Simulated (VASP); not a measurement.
# Nb7Sn16 (a cell with a defect) in VASP: notebook

The runs below take Nb7Sn16 (a cell with a defect) through single point, with PBEsol.

Everything below comes from runs of VASP 6.6.1. Logs are shortened: lines on timing, memory, paths and dates and some standing lists are left out, and cuts for length are marked.

**1. The cell of the first run**

The cell holds a defect, 23 atoms: a = 11.235 Å, b = 9.919 Å, c = 5.651 Å, α = 98.09°, β = 60.20°, γ = 106.45°.

**2. Single point, PBEsol**

The input, INCAR:

```
ALGO     = Normal         # electronic algorithm
EDIFF    = 1E-6           # SCF threshold, eV
ENCUT    = 520            # plane-wave cutoff, eV
GGA      = PS             # functional
ISIF     = 2              # what is computed and relaxed
ISMEAR   = -1             # smearing method
LASPH    = T              # aspherical terms in the spheres
LCHARG   = T              # write CHGCAR
LELF     = T              # ELF
LREAL    = Auto         
LVHAR    = T            
LWAVE    = F              # write WAVECAR
NBANDS   = 174            # bands
NELM     = 60             # most SCF steps
PREC     = Accurate       # precision mode
SIGMA    = 0.1            # smearing width, eV
```

The input, KPOINTS:

```
k-points
0
Gamma
  2 2 3
```

The input, POSCAR:

```
Nb7Sn16
1.0
    0.0000005700     11.2354140000     -0.0000003000
   -0.0000001400     -2.8088532500      9.5127110700
    4.9038181400      2.8088532500     -0.0000000700
Sn Nb
16 7
Direct
    0.2190767767      0.8254389318     -0.0166201125
    0.2930518268      0.1617065920     -0.0037259017
    0.4166696671      0.6696302568      0.4540443370
    0.3338245204      0.3310332997      0.4910357169
    0.4139977859     -0.0036086299      0.3197530412
    0.0799585178     -0.0019627348      0.6769263989
    0.2054580774      0.5101678204      0.1637048788
    0.0415442726      0.5005787557      0.8305952485
    0.7095720256      0.8370712783      0.0381265592
    0.7931465719      0.1683892453      0.0050702475
    0.9000162611      0.6713174888      0.5326049022
    0.8358634605      0.3398272335      0.4970287440
    0.9178799155     -0.0083361830      0.3435601459
    0.5929867766      0.0091935120      0.6496420896
    0.7059662886      0.5039795900      0.1887279752
    0.5291831133      0.4938177124      0.8596070750
    0.0662951703      0.2551680590     -0.0005002229
    0.0603892599      0.2448786719      0.4993859743
    0.1841717050      0.7556963559      0.4995201557
    0.5638120589      0.2514759622      0.0022561428
    0.9328518825      0.7450709087      0.0204904770
    0.5623602352      0.2482485998      0.4995682230
    0.6430466422      0.7503376463      0.5921534314
```

Potentials or basis: VASP PAW PBE potentials, release 64 (Sn_d, Nb_sv).

Run with:

```bash
cat potpaw_PBE.64/Sn_d/POTCAR potpaw_PBE.64/Nb_sv/POTCAR > POTCAR
mpirun -np 1 vasp_std > vasp.out
```

OUTCAR:

```text
EDIFF = 1E-6
   ENCUT = 520
   GGA = PS
   ISIF = 2
   ISMEAR = -1
   LASPH = T
   LREAL = Auto
   NELM = 60
   PREC = Accurate

 ion  position               nearest neighbor table
   1  0.219  0.825  0.983-  19 2.90  19 2.91  21 2.99   2 3.20   3 3.21   7 3.36  11 3.46   8 3.52
                             5 3.52   5 3.64  14 3.64   6 3.66  13 3.70
   2  0.293  0.162  0.996-  22 2.92  20 2.93  17 2.94  18 2.96   1 3.20   4 3.22   4 3.29  16 3.50
                             5 3.53   6 3.59  14 3.60  13 3.63   5 3.67   6 3.68   7 3.73
   3  0.417  0.670  0.454-  19 2.86  23 2.89   9 3.07   1 3.21   4 3.23  16 3.36   7 3.44   5 3.44
                            15 3.61   8 3.63  14 3.72
   4  0.334  0.331  0.491-  20 2.89  18 2.92  22 2.93  17 2.93   2 3.22   3 3.23   2 3.29  16 3.46
                             5 3.56   6 3.58  15 3.61   8 3.64  16 3.65   7 3.70   7 3.71
   5  0.414  0.996  0.320-  19 2.83  20 2.88  22 2.94   6 3.26  14 3.29  14 3.32   3 3.44   1 3.52
                             2 3.53   4 3.56   9 3.62   1 3.64  10 3.66   2 3.67
   6  0.080  0.998  0.677-  19 2.81  18 2.87  17 2.91  21 2.94  13 3.19   5 3.26  13 3.27  11 3.53
                             9 3.57   4 3.58   2 3.59  10 3.60   1 3.66   2 3.68
   7  0.205  0.510  0.164-  19 2.86  17 2.87  18 3.01   8 3.20  16 3.20   8 3.27   1 3.36   3 3.44
                            12 3.58   4 3.70  11 3.71   4 3.71   2 3.73
   8  0.042  0.501  0.831-  21 2.86  17 2.87  19 2.92  18 2.92   7 3.20   7 3.27  15 3.28   1 3.52
                            10 3.55  12 3.58  12 3.61   3 3.63  11 3.64   4 3.64
   9  0.710  0.837  0.038-  21 2.86  23 2.92  23 3.03   3 3.07  10 3.16  11 3.17  14 3.42  13 3.47
[... 14 lines left out ...]
                             2 3.50  11 3.60   4 3.65  12 3.67   9 3.72
  17  0.066  0.255  0.999-  18 2.81  18 2.85   8 2.87   7 2.87   6 2.91  10 2.93   4 2.93   2 2.94
                            12 2.94  13 3.02
  18  0.060  0.245  0.499-  17 2.81  17 2.85  13 2.85   6 2.87  10 2.92   4 2.92   8 2.92  12 2.94
                             2 2.96   7 3.01
  19  0.184  0.756  0.500-   6 2.81   5 2.83   3 2.86   7 2.86  21 2.88   1 2.90   1 2.91   8 2.92
                            11 2.98
  20  0.564  0.251  0.002-  22 2.81  16 2.82  22 2.84  14 2.88   5 2.88   4 2.89  10 2.93  15 2.93
                             2 2.93  12 2.96
  21  0.933  0.745  0.020-  15 2.81  13 2.83   9 2.86   8 2.86  19 2.88  11 2.90  11 2.93   6 2.94
                             1 2.99
  22  0.562  0.248  0.500-  14 2.79  20 2.81  20 2.84  15 2.87  10 2.92   2 2.92  16 2.93   4 2.93
                            12 2.94   5 2.94
  23  0.643  0.750  0.592-  14 2.72  16 2.78   3 2.89   9 2.92   9 3.03  11 3.05  15 3.08  13 3.11

  LATTYP: Found a triclinic cell.
 ALAT       =    12.0870895262
 B/A-ratio  =     0.8066112331
 C/A-ratio  =     0.4675477001
 COS(alpha) =     0.0068688318
 COS(beta)  =     0.1210422820
 COS(gamma) =     0.6057613007

  Lattice vectors:

 A1 = (  -4.9038177100,   5.6177075000,   9.5127108400)
 A2 = (  -4.9038175700,   8.4265607500,  -0.0000002300)
 A3 = (  -4.9038181400,  -2.8088532500,   0.0000000700)

Analysis of symmetry for initial positions (statically):
=====================================================================
 Subroutine PRICEL returns:
 Original cell was already a primitive cell.

 Routine SETGRP: Setting up the symmetry group for a
 triclinic supercell.

 Subroutine GETGRP returns: Found  1 space group operations
 (whereof  1 operations were pure point group operations)
 out of a pool of  2 trial point group operations.

The static configuration has the point symmetry C_1 .

Analysis of symmetry for dynamics (positions and initial velocities):
=====================================================================
 Subroutine PRICEL returns:
 Original cell was already a primitive cell.

 Routine SETGRP: Setting up the symmetry group for a
 triclinic supercell.

 Subroutine GETGRP returns: Found  1 space group operations
 (whereof  1 operations were pure point group operations)
 out of a pool of  2 trial point group operations.

The dynamic configuration has the point symmetry C_1 .

 Subroutine INISYM returns: Found  1 space group operations
 (whereof  1 operations are pure point group operations),
 and found     1 'primitive' translations

----------------------------------------------------------------------------------------

                                     Primitive cell

  volume of cell :     524.1164

  direct lattice vectors                    reciprocal lattice vectors
     0.000000570 11.235414000 -0.000000300    -0.050980680  0.089004289  0.026280624
    -0.000000140 -2.808853250  9.512711070    -0.000000000  0.000000003  0.105122504
     4.903818140  2.808853250 -0.000000070     0.203922739 -0.000000010 -0.000000000

  length of vectors
    11.235414000  9.918736234  5.651290908     0.105884203  0.105122504  0.203922739

  position of ions in fractional coordinates (direct lattice)
     0.219076777  0.825438932  0.983379887
     0.293051827  0.161706592  0.996274098
     0.416669667  0.669630257  0.454044337
     0.333824520  0.331033300  0.491035717
     0.413997786  0.996391370  0.319753041
     0.079958518  0.998037265  0.676926399
[... 15 lines left out ...]
     0.562360235  0.248248600  0.499568223
     0.643046642  0.750337646  0.592153431

  ion indices of the primitive-cell ions
   primitive index   ion index
                 1           1
                 2           2
                 3           3
                 4           4
                 5           5
                 6           6
[... 15 lines left out ...]
                22          22
                23          23

----------------------------------------------------------------------------------------

 KPOINTS: k-points

Automatic generation of k-mesh.
 Grid dimensions read from file:
 generate k-points for:    2    2    3

 Generating k-lattice:

  Cartesian coordinates                     Fractional coordinates (reciprocal lattice)
    -0.025490340  0.044502145  0.013140312     0.500000000  0.000000000  0.000000000
    -0.000000000  0.000000001  0.052561252     0.000000000  0.500000000 -0.000000000
     0.067974246 -0.000000003 -0.000000000    -0.000000000  0.000000000  0.333333333

  Length of vectors
     0.052942102  0.052561252  0.067974246

  Shift w.r.t. Gamma in fractional coordinates (k-lattice)
     0.000000000  0.000000000  0.000000000

 Subroutine IBZKPT returns following result:
 ===========================================

 Found      8 irreducible k-points:

 Following reciprocal coordinates:
            Coordinates               Weight
  0.000000  0.000000  0.000000      1.000000
  0.500000  0.000000  0.000000      1.000000
  0.000000  0.500000  0.000000      1.000000
  0.500000  0.500000  0.000000      1.000000
 -0.000000  0.000000  0.333333      2.000000
  0.500000  0.000000  0.333333      2.000000
 -0.000000  0.500000  0.333333      2.000000
  0.500000  0.500000  0.333333      2.000000
   k-points           NKPTS =      8   k-points in BZ     NKDIM =      8   number of bands    NBANDS=    174
   number of dos      NEDOS =    301   number of ions     NIONS =     23
   total plane-waves  NPLWV = 282240
   dimension x,y,z NGX =    84 NGY =   80 NGZ =   42
   dimension x,y,z NGXF=   168 NGYF=  160 NGZF=   84
   ions per type =              16   7
   NGX,Y,Z   is equivalent  to a cutoff of  12.43, 13.41, 12.36 a.u.
   NGXF,Y,Z  is equivalent  to a cutoff of  24.86, 26.82, 24.71 a.u.
 SYSTEM =  unknown system
   PREC   = accura    normal or accurate (medium, high low for compatibility)
   ISTART =      0    job   : 0-new  1-cont  2-samecut
   ICHARG =      2    charge: 1-file 2-atom 10-const
   ISPIN  =      1    spin polarized calculation?
   LNONCOLLINEAR =      F non collinear calculations
   LSORBIT =      F    spin-orbit coupling
   LASPH  =      T    aspherical Exc in radial PAW
   ENCUT  =  520.0 eV  38.22 Ry    6.18 a.u.  20.89 18.44 10.51*2*pi/ulx,y,z
   NELM   =     60;   NELMIN=  2; NELMDL= -5     # of ELM steps
   EDIFF  = 0.1E-05   stopping-criterion for ELM
   LREAL  =      T    real-space projection
   EDIFFG = 0.1E-04   stopping-criterion for IOM
   NSW    =      0    number of steps for IOM
   IBRION =     -1    ionic relax: 0-MD 1-quasi-New 2-CG
   NFREE  =      0    steps in history (QN), initial steepest desc. (CG)
   ISIF   =      2    stress and relaxation
   ISYM   =      2    0-nonsym 1-usesym 2-fastsym
   POTIM  = 0.5000    time-step for ionic-motion
   TEBEG  =    0.0;   TEEND  =   0.0 temperature during run
   PSTRESS=    0.0 pullay stress
   NELECT =     315.0000    total number of electrons
   NUPDOWN=      -1.0000    fix difference up-down
   EMIN   =  10.00;   EMAX   =-10.00  energy-range for DOS
   EFERMI =   0.00;   METHOD = LEGACY
   ISMEAR =    -1;   SIGMA  =   0.10  broadening in eV -4-tet -1-fermi 0-gaus
   EFERMI_NEDOS =   21; number of points for ismear=-14 and -15
   IALGO  =     38    algorithm
   IMIX   =      4    mixing-type and parameters
     AMIX     =   0.40;   BMIX     =  1.00
     AMIX_MAG =   1.60;   BMIX_MAG =  1.00
  volume/ion in A,a.u.               =      22.79       153.78
  Fermi-wavevector in a.u.,A,eV,Ry     =   1.381558  2.610766 25.969472  1.908702
  Thomas-Fermi vector in A             =   2.506331
   LORBIT       =      0    0 simple, 1 ext, 2 COOP (PROOUT), +10 PAW based schemes
   GGA     = PS    functional components
   LHFCALC =     F    Hartree Fock is set to
   AEXX    =    0.0000 exact exchange contribution
   IVDW    =     0    specifies the selected vdW correction
   LEPSILON=     F    determine dielectric tensor
   LRPA    =     F    only Hartree local field effects (RPA)
 non-spin polarized calculation
  energy-cutoff  :      520.00
  volume of cell :      524.12
 maximum number of plane-waves:     14128
 NGX is ok and might be reduce to    84
   NGX = 41   NGY = 37   NGZ = 21

 number of electron     315.0000009 magnetization

 Free energy of the ion-electron system (eV)
  ---------------------------------------------------
  ext. energy  EPLUGINS =         0.00000000
  ---------------------------------------------------
  free energy    TOTEN  =      -147.31398274 eV

  energy without entropy =     -146.84032535  energy(sigma->0) =     -147.07715404

 E-fermi :   9.3167     XC(G=0): -11.2977

 val. band max:        9.3113182383   @ k =   0.0000   0.5000   0.0000
 cond. band min:       9.3418078427   @ k =   0.5000   0.0000   0.3333
 fundamental gap:      0.0304896044
 Fermi energy:         9.3167331606

 k-point     1 :       0.0000    0.0000    0.0000
  band No.  band energies     occupation
      1     -45.5159      2.00000
      2     -45.3924      2.00000
      3     -45.2836      2.00000
      4     -45.2690      2.00000
      5     -45.2362      2.00000
      6     -45.1877      2.00000
[... 1365 lines left out ...]
    168      10.7069      0.00000
    169      10.8927      0.00000
 [bands above 169 left out]

------------------------ aborting loop because EDIFF is reached ----------------------------------------

  FORCE on cell =-STRESS in cart. coord.  units (eV):
  Direction    XX          YY          ZZ          XY          YZ          ZX
  --------------------------------------------------------------------------------------
  -------------------------------------------------------------------------------------
  Total       -6.8690287     -1.8323277      0.9584842      1.1006724     -2.3465820      0.5176946
  in kB      -20.9980123     -5.6012635      2.9300014      3.3646582     -7.1732934      1.5825464
  external PRESSURE =      -7.8897581 kB  Pullay stress =       0.0000000 kB

 VOLUME and BASIS-vectors are now :
 -----------------------------------------------------------------------------
  energy-cutoff  :      520.00
  volume of cell :      524.12
      direct lattice vectors                 reciprocal lattice vectors
     0.000000570 11.235414000 -0.000000300    -0.050980680  0.089004289  0.026280624
    -0.000000140 -2.808853250  9.512711070    -0.000000000  0.000000003  0.105122504
     4.903818140  2.808853250 -0.000000070     0.203922739 -0.000000010 -0.000000000

 POSITION                                       TOTAL-FORCE (eV/Angst)
 -----------------------------------------------------------------------------------
      4.82232      2.90505      7.85216         0.325745     -0.172691     -0.059364
      4.88555      5.63674      1.53827         0.012166     -0.029627      0.079690
      2.22655      4.07591      6.37000         0.224958      0.076245      0.133013
      2.40795      4.20008      3.14902         0.063680     -0.016029     -0.029414
      1.56801      2.75086      9.47838         0.189030     -0.039968     -0.003038
      3.31952     -0.00359      9.49404         0.059078     -0.055462     -0.011338
[... 15 lines left out ...]
      2.44979      7.02427      2.36152         0.084113     -0.028305     -0.013915
      2.90381      6.78058      7.13774        -1.703796      1.000091      0.010437
 -----------------------------------------------------------------------------------
    total drift:                               -0.015001      0.019028     -0.009921

  FREE ENERGIE OF THE ION-ELECTRON SYSTEM (eV)
  ---------------------------------------------------
  free  energy   TOTEN  =      -147.3139827383 eV

  energy  without entropy=     -146.8403253513  energy(sigma->0) =     -147.07715404
```

Run time: 47 min. Hardware: 1 thread of Oxide Virtual Turin-like, shared host; peak memory 0.82 GiB.

What came out:

| Quantity | Value |
| --- | --- |
| Free energy | -147.3140 eV |
| Pressure | -0.8 GPa |
| Largest force | 1.976 eV/Å |
| Band gap on the k mesh | zero (an odd number of electrons rules out a gap without spin polarisation) |

Forces in eV/Å, atoms in the order of the input:
```
Sn   0.326 -0.173 -0.059
Sn   0.012 -0.030  0.080
Sn   0.225  0.076  0.133
Sn   0.064 -0.016 -0.029
Sn   0.189 -0.040 -0.003
Sn   0.059 -0.055 -0.011
Sn   0.118  0.045 -0.016
Sn   0.117 -0.045 -0.041
Sn  -0.209 -0.222 -0.011
Sn   0.014 -0.027 -0.004
Sn  -0.048  0.104 -0.025
Sn   0.018 -0.010 -0.051
Sn   0.076 -0.139  0.027
Sn   0.178 -0.033 -0.180
Sn  -0.003 -0.104 -0.015
Sn   0.025 -0.069  0.221
Nb   0.054 -0.016 -0.027
Nb   0.042 -0.013  0.021
Nb   0.296 -0.030 -0.050
Nb   0.033 -0.030 -0.007
Nb   0.035 -0.145  0.051
Nb   0.084 -0.028 -0.014
Nb  -1.704  1.000  0.010
```

Stress tensor (GPa, compression positive):
```
-2.10  0.34  0.16
 0.34 -0.56 -0.72
 0.16 -0.72  0.29
```

Caveat: the k points lie up to 0.40 Å⁻¹ apart, too coarse for converged energies and pressures of a metal; the PAW data sets were made with another functional, which shifts forces and pressure a little; spin-orbit coupling is left out, which moves the levels of the heavy elements.

(Continued in part 2 of 2.)

The gap in the log of VASP goes by the Fermi energy; the results here count the filled bands.